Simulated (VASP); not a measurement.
BiS7, 8 atoms in the cell. The structure is tetragonal, space group P4/mmm (No. 123). Conventional cell: a = 3.820 Å, b = 3.820 Å, c = 11.256 Å, α = 90.00°, β = 90.00°, γ = 90.00°. Bi (site symmetry 4/mmm) has 6 S at 2.70 to 3.10 Å within 3.6 Å. S (site symmetry 4mm) has 6 S at 2.41 to 3.22 Å within 3.3 Å. S (site symmetry 4/mmm) has 4 Bi at 2.70 Å and 2 S at 3.22 Å within 3.6 Å. S (site symmetry 4mm) has 5 S at 2.53 to 2.70 Å and 1 Bi at 3.10 Å within 3.3 Å. S (site symmetry 4/mmm) has 6 S at 2.53 to 2.70 Å within 3.3 Å. S (site symmetry 4/mmm) has 6 S at 2.41 to 2.70 Å within 3.2 Å. The cell was generated, and may not be a known phase.

```yaml
Program: VASP 6.6.1
Task: single point
Functional: PBE
Potentials_or_basis: VASP PAW PBE potentials, release 64 (Bi_d, S)
Cutoff: 520 eV
k_mesh: 4 × 4 × 2
Occupations: gaussian, width 0.2 eV
Spin: no spin polarisation
Dipole_correction: no
Further_INCAR_settings: ALGO = Normal; EDIFF = 1e-06; NBANDS = 38
```

Potentials or basis: VASP PAW PBE potentials, release 64 (Bi_d, S).

The run is started by

```bash
$ cat potpaw_PBE.64/Bi_d/POTCAR potpaw_PBE.64/S/POTCAR > POTCAR
$ mpirun -np 1 vasp_std > vasp.out
```

Hardware: 1 thread of Intel Xeon 8259CL (shared host).

Task: Estimate the wall time of this run.

Result: Wall time 110 s on 1 thread of Intel Xeon 8259CL (shared host), peak memory 0.26 GiB. Counts: scf iterations 15, k points 12.
